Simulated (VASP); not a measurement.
# Se (Fd-3m) in VASP: further runs

The runs below take Se through single point, with PBE.

All numbers are computed with VASP 6.6.1; they aren't measurements. Logs are shortened: lines on timing, memory, paths and dates and some standing lists are left out, and cuts for length are marked.

### Step 1. The cell of the first run

Symmetry: Fd-3m, No. 227, cubic system. The conventional cell has a = 6.204 Å, b = 6.204 Å, c = 6.204 Å, α = 90.00°, β = 90.00°, γ = 90.00°. Within 3.5 Å of Se (site symmetry -43m) lie 4 Se at 2.69 Å.

This isn't the form of Se at room conditions, which is trigonal, of chains.

### Step 2. Single point, PBE

The input, INCAR:

```
SYSTEM = Se
  ALGO = Normal
  EDIFF = 1E-6
  ENCUT = 520
  GGA = PE
  ISIF = 2
  ISMEAR = -1
  LASPH = .True.
  LCHARG = .False.
  LREAL = .False.
  LWAVE = .False.
  NBANDS = 13
  NELM = 60
  PREC = Accurate
  SIGMA = 0.06122561905347299
```

The input, KPOINTS:

```
k-points
0
Gamma
  10 10 10
  0 0 0
```

The input, POSCAR:

```
Se
1.0
    0.0000000000      3.1018237771      3.1018237771
    3.1018237771      0.0000000000      3.1018237771
    3.1018237771      3.1018237771      0.0000000000
Se
2
Direct
    0.0000000000      0.0000000000      0.0000000000
    0.2500000000      0.2500000000      0.2500000000
```

Potentials or basis: VASP PAW PBE potentials, release 64 (Se).

Command:

```
$ cat potpaw_PBE.64/Se/POTCAR > POTCAR
$ mpirun -np 1 vasp_std > vasp.out
```

OUTCAR:

```text
SYSTEM = Se
   EDIFF = 1E-6
   ENCUT = 520
   GGA = PE
   ISIF = 2
   ISMEAR = -1
   LASPH = .True.
   LREAL = .False.
   NELM = 60
   PREC = Accurate

 ion  position               nearest neighbor table
   1  0.000  0.000  0.000-   2 2.69   2 2.69   2 2.69   2 2.69
   2  0.250  0.250  0.250-   1 2.69   1 2.69   1 2.69   1 2.69

  LATTYP: Found a face centered cubic cell.
 ALAT       =     6.2036475542

  Lattice vectors:

 A1 = (   0.0000000000,   3.1018237771,   3.1018237771)
 A2 = (   3.1018237771,   0.0000000000,   3.1018237771)
 A3 = (   3.1018237771,   3.1018237771,   0.0000000000)

Analysis of symmetry for initial positions (statically):
=====================================================================
 Subroutine PRICEL returns:
 Original cell was already a primitive cell.

 Routine SETGRP: Setting up the symmetry group for a
 face centered cubic supercell.

 Subroutine GETGRP returns: Found 48 space group operations
 (whereof 24 operations were pure point group operations)
 out of a pool of 48 trial point group operations.

The static configuration has the point symmetry T_d .
 The point group associated with its full space group is O_h .

Analysis of symmetry for dynamics (positions and initial velocities):
=====================================================================
 Subroutine PRICEL returns:
 Original cell was already a primitive cell.

 Routine SETGRP: Setting up the symmetry group for a
 face centered cubic supercell.

 Subroutine GETGRP returns: Found 48 space group operations
 (whereof 24 operations were pure point group operations)
 out of a pool of 48 trial point group operations.

The dynamic configuration has the point symmetry T_d .
 The point group associated with its full space group is O_h .

 Subroutine INISYM returns: Found 48 space group operations
 (whereof 24 operations are pure point group operations),
 and found     1 'primitive' translations

----------------------------------------------------------------------------------------

                                     Primitive cell

  volume of cell :      59.6872

  direct lattice vectors                    reciprocal lattice vectors
     0.000000000  3.101823777  3.101823777    -0.161195489  0.161195489  0.161195489
     3.101823777  0.000000000  3.101823777     0.161195489 -0.161195489  0.161195489
     3.101823777  3.101823777  0.000000000     0.161195489  0.161195489 -0.161195489

  length of vectors
     4.386641254  4.386641254  4.386641254     0.279198777  0.279198777  0.279198777

  position of ions in fractional coordinates (direct lattice)
     0.000000000  0.000000000  0.000000000
     0.250000000  0.250000000  0.250000000

  ion indices of the primitive-cell ions
   primitive index   ion index
                 1           1
                 2           2

----------------------------------------------------------------------------------------

 KPOINTS: k-points

Automatic generation of k-mesh.
 Grid dimensions read from file:
 generate k-points for:   10   10   10

 Generating k-lattice:

  Cartesian coordinates                     Fractional coordinates (reciprocal lattice)
    -0.016119549  0.016119549  0.016119549     0.100000000  0.000000000  0.000000000
     0.016119549 -0.016119549  0.016119549     0.000000000  0.100000000  0.000000000
     0.016119549  0.016119549 -0.016119549     0.000000000  0.000000000  0.100000000

  Length of vectors
     0.027919878  0.027919878  0.027919878

  Shift w.r.t. Gamma in fractional coordinates (k-lattice)
     0.000000000  0.000000000  0.000000000

 Subroutine IBZKPT returns following result:
 ===========================================

 Found     47 irreducible k-points:

 Following reciprocal coordinates:
            Coordinates               Weight
  0.000000  0.000000  0.000000      1.000000
  0.100000  0.000000  0.000000      8.000000
  0.200000  0.000000  0.000000      8.000000
  0.300000  0.000000  0.000000      8.000000
  0.400000  0.000000  0.000000      8.000000
  0.500000  0.000000  0.000000      4.000000
[... 16 lines left out ...]
  0.300000  0.300000  0.000000      6.000000
  0.400000  0.300000  0.000000     24.000000
 [... further k-points ...]
   k-points           NKPTS =     47   k-points in BZ     NKDIM =     47   number of bands    NBANDS=     13
   number of dos      NEDOS =    301   number of ions     NIONS =      2
   total plane-waves  NPLWV =  46656
   dimension x,y,z NGX =    36 NGY =   36 NGZ =   36
   dimension x,y,z NGXF=    72 NGYF=   72 NGZF=   72
   ions per type =               2
   NGX,Y,Z   is equivalent  to a cutoff of  13.64, 13.64, 13.64 a.u.
   NGXF,Y,Z  is equivalent  to a cutoff of  27.29, 27.29, 27.29 a.u.
 SYSTEM =  Se
   PREC   = accura    normal or accurate (medium, high low for compatibility)
   ISTART =      0    job   : 0-new  1-cont  2-samecut
   ICHARG =      2    charge: 1-file 2-atom 10-const
   ISPIN  =      1    spin polarized calculation?
   LNONCOLLINEAR =      F non collinear calculations
   LSORBIT =      F    spin-orbit coupling
   LASPH  =      T    aspherical Exc in radial PAW
   ENCUT  =  520.0 eV  38.22 Ry    6.18 a.u.   8.16  8.16  8.16*2*pi/ulx,y,z
   NELM   =     60;   NELMIN=  2; NELMDL= -5     # of ELM steps
   EDIFF  = 0.1E-05   stopping-criterion for ELM
   LREAL  =      F    real-space projection
   EDIFFG = 0.1E-04   stopping-criterion for IOM
   NSW    =      0    number of steps for IOM
   IBRION =     -1    ionic relax: 0-MD 1-quasi-New 2-CG
   NFREE  =      0    steps in history (QN), initial steepest desc. (CG)
   ISIF   =      2    stress and relaxation
   ISYM   =      2    0-nonsym 1-usesym 2-fastsym
   POTIM  = 0.5000    time-step for ionic-motion
   TEBEG  =    0.0;   TEEND  =   0.0 temperature during run
   PSTRESS=    0.0 pullay stress
   NELECT =      12.0000    total number of electrons
   NUPDOWN=      -1.0000    fix difference up-down
   EMIN   =  10.00;   EMAX   =-10.00  energy-range for DOS
   EFERMI =   0.00;   METHOD = LEGACY
   ISMEAR =    -1;   SIGMA  =   0.06  broadening in eV -4-tet -1-fermi 0-gaus
   EFERMI_NEDOS =   21; number of points for ismear=-14 and -15
   IALGO  =     38    algorithm
   IMIX   =      4    mixing-type and parameters
     AMIX     =   0.40;   BMIX     =  1.00
     AMIX_MAG =   1.60;   BMIX_MAG =  1.00
  volume/ion in A,a.u.               =      29.84       201.39
  Fermi-wavevector in a.u.,A,eV,Ry     =   0.959050  1.812343 12.514337  0.919778
  Thomas-Fermi vector in A             =   2.088212
   LORBIT       =      0    0 simple, 1 ext, 2 COOP (PROOUT), +10 PAW based schemes
   GGA     = PE    functional components
   LHFCALC =     F    Hartree Fock is set to
   AEXX    =    0.0000 exact exchange contribution
   IVDW    =     0    specifies the selected vdW correction
   LEPSILON=     F    determine dielectric tensor
   LRPA    =     F    only Hartree local field effects (RPA)
 non-spin polarized calculation
  energy-cutoff  :      520.00
  volume of cell :       59.69
 maximum number of plane-waves:      1639
 NGX is ok and might be reduce to    36
   NGX = 17   NGY = 17   NGZ = 17

 number of electron      12.0000001 magnetization

 Free energy of the ion-electron system (eV)
  ---------------------------------------------------
  ext. energy  EPLUGINS =         0.00000000
  ---------------------------------------------------
  free energy    TOTEN  =        -5.97417939 eV

  energy without entropy =       -5.95329641  energy(sigma->0) =       -5.96373790

 E-fermi :   2.5524     XC(G=0):  -8.4134

 val. band max:        2.5430387559   @ k =   0.3000   0.0000   0.0000
 cond. band min:       2.5579304057   @ k =  -0.4000   0.2000   0.1000
 fundamental gap:      0.0148916498
 Fermi energy:         2.5524292020

 k-point     1 :       0.0000    0.0000    0.0000
  band No.  band energies     occupation
      1     -13.1018      2.00000
      2      -7.5276      2.00000
      3      -1.0513      2.00000
      4      -1.0513      2.00000
      5      -1.0513      2.00000
      6       1.7187      2.00000
      7       1.7187      2.00000
      8       1.7187      2.00000
      9       6.9424      0.00000
     10      10.1512      0.00000
     11      10.1512      0.00000
     12      12.1396      0.00000
     13      12.1396      0.00000

 k-point     2 :       0.1000    0.0000    0.0000
  band No.  band energies     occupation
      1     -13.0315      2.00000
      2      -7.7178      2.00000
      3      -1.1486      2.00000
      4      -1.1486      2.00000
      5      -1.0871      2.00000
      6       1.8590      1.99998
      7       1.8643      1.99997
      8       1.8643      1.99997
      9       7.2841      0.00000
     10       9.8600      0.00000
     11       9.8600      0.00000
     12      11.8381      0.00000
     13      12.7656      0.00000

 k-point     3 :       0.2000    0.0000    0.0000
  band No.  band energies     occupation
      1     -12.8289      2.00000
      2      -8.2098      2.00000
      3      -1.3663      2.00000
      4      -1.3663      2.00000
      5      -1.2347      2.00000
      6       2.1997      1.99372
      7       2.1997      1.99372
      8       2.3537      1.92501
      9       8.0668      0.00000
     10       9.5456      0.00000
     11       9.5456      0.00000
     12      11.4420      0.00000
     13      14.0459      0.00000
[... 305 lines left out ...]
 k-point    23 :       0.3000    0.3000    0.0000
  band No.  band energies     occupation
      1     -12.2755      2.00000
      2      -9.2388      2.00000
      3      -2.2200      2.00000
      4      -2.2200      2.00000
      5       0.2126      2.00000
      6       0.7962      2.00000
      7       3.8042      0.00000
      8       3.8042      0.00000
      9       7.6797      0.00000
     10       9.7636      0.00000
     11      11.4553      0.00000
     12      13.8660      0.00000
     13      13.8660      0.00000

 k-point    24 :       0.4000    0.3000    0.0000
  band No.  band energies     occupation
      1     -11.9640      2.00000
      2      -9.7089      2.00000
      3      -2.5013      2.00000
      4      -2.3555      2.00000
      5       0.3452      2.00000
      6       0.9246      2.00000
      7       4.1381      0.00000
      8       4.1674      0.00000
      9       7.8775      0.00000
     10       9.7968      0.00000
     11      11.7942      0.00000
     12      13.1151      0.00000
     13      13.3602      0.00000

 [... further k-points ...]

------------------------ aborting loop because EDIFF is reached ----------------------------------------

  FORCE on cell =-STRESS in cart. coord.  units (eV):
  Direction    XX          YY          ZZ          XY          YZ          ZX
  --------------------------------------------------------------------------------------
  -------------------------------------------------------------------------------------
  Total        1.0175274      1.0175274      1.0175274      0.0000000      0.0000000      0.0000000
  in kB       27.3133741     27.3133741     27.3133741      0.0000000      0.0000000      0.0000000
  external PRESSURE =      27.3133741 kB  Pullay stress =       0.0000000 kB

 VOLUME and BASIS-vectors are now :
 -----------------------------------------------------------------------------
  energy-cutoff  :      520.00
  volume of cell :       59.69
      direct lattice vectors                 reciprocal lattice vectors
     0.000000000  3.101823777  3.101823777    -0.161195489  0.161195489  0.161195489
     3.101823777  0.000000000  3.101823777     0.161195489 -0.161195489  0.161195489
     3.101823777  3.101823777  0.000000000     0.161195489  0.161195489 -0.161195489

 POSITION                                       TOTAL-FORCE (eV/Angst)
 -----------------------------------------------------------------------------------
      0.00000      0.00000      0.00000         0.000000      0.000000      0.000000
      1.55091      1.55091      1.55091        -0.000000     -0.000000     -0.000000
 -----------------------------------------------------------------------------------
    total drift:                                0.000000      0.000000      0.000000

  FREE ENERGIE OF THE ION-ELECTRON SYSTEM (eV)
  ---------------------------------------------------
  free  energy   TOTEN  =        -5.9741793892 eV

  energy  without entropy=       -5.9532964051  energy(sigma->0) =       -5.96373790
```

Run time: 47 s. Hardware: 1 thread of Intel Xeon 8259CL, shared host; peak memory 0.21 GiB.

What came out:

```yaml
Free_energy: -5.9742 eV
Pressure: 2.7 GPa
Band_gap_on_the_k_mesh: zero (bands 6 and 7 overlap by 1.13 eV)
```

Levels at points of the mesh, in eV from the Fermi level:
```csv
k point,band 2,band 3,band 4,band 5,band 6,band 7,band 8,band 9,band 10,band 11
"(0.00, 0.00, 0.00)",-10.08,-3.60,-3.60,-3.60,-0.83,-0.83,-0.83,4.39,7.60,7.60
"(0.50, 0.00, 0.00)",-12.18,-4.35,-4.35,-4.27,0.29,0.29,1.89,6.89,6.91,8.03
"(0.50, 0.50, 0.00)",-13.48,-5.16,-5.16,-2.02,-2.02,2.34,2.34,6.27,6.27,9.82
```

### Step 3. Single point, PBE

This run uses another cell than the first one, of 30.48 Å³/atom.

The input, INCAR:

```
SYSTEM = Se
  PREC = Accurate
  ENCUT = 520
  EDIFF = 1E-6
  ISMEAR = -1
  SIGMA = 0.06122561905347299
  LREAL = .False.
  LASPH = .True.
  NELM = 80
  ALGO = Normal
  ISIF = 2
  LWAVE = .False.
  LCHARG = .True.
  GGA = PE
  LELF = .True.
  LVHAR = .True.
  NBANDS = 13
```

The input, KPOINTS:

```
Automatic mesh
0
Gamma
  10 10 10
  0 0 0
```

The input, POSCAR:

```
Se
1.0
    0.0000000000      3.1236683262      3.1236683262
    3.1236683262      0.0000000000      3.1236683262
    3.1236683262      3.1236683262      0.0000000000
Se
2
Direct
    0.0000000000      0.0000000000      0.0000000000
    0.2500000000      0.2500000000      0.2500000000
```

Potentials or basis: VASP PAW PBE potentials, release 64 (Se).

Command:

```
$ cat potpaw_PBE.64/Se/POTCAR > POTCAR
$ mpirun -np 1 vasp_std > vasp.out
```

Wall time 55 s (1 thread of Intel Xeon 8259CL, shared host); peak memory 0.21 GiB.

The run converged. Its results:

| Property | Result |
| --- | --- |
| Free energy | -5.9917 eV |
| Pressure | 1.7 GPa |
| Band gap on the k mesh | zero (bands 6 and 7 overlap by 1.10 eV) |

Levels at points of the mesh, in eV from the Fermi level:
```
           k point  band 3  band 4  band 5  band 6  band 7  band 8  band 9  band 10
(0.00, 0.00, 0.00)   -3.53   -3.53   -3.53   -0.80   -0.80   -0.80    4.40     7.63
(0.50, 0.00, 0.00)   -4.25   -4.25   -4.19    0.30    0.30    1.80    6.90     6.91
(0.50, 0.50, 0.00)   -5.05   -5.05   -1.98   -1.98    2.27    2.27    6.25     6.25
```
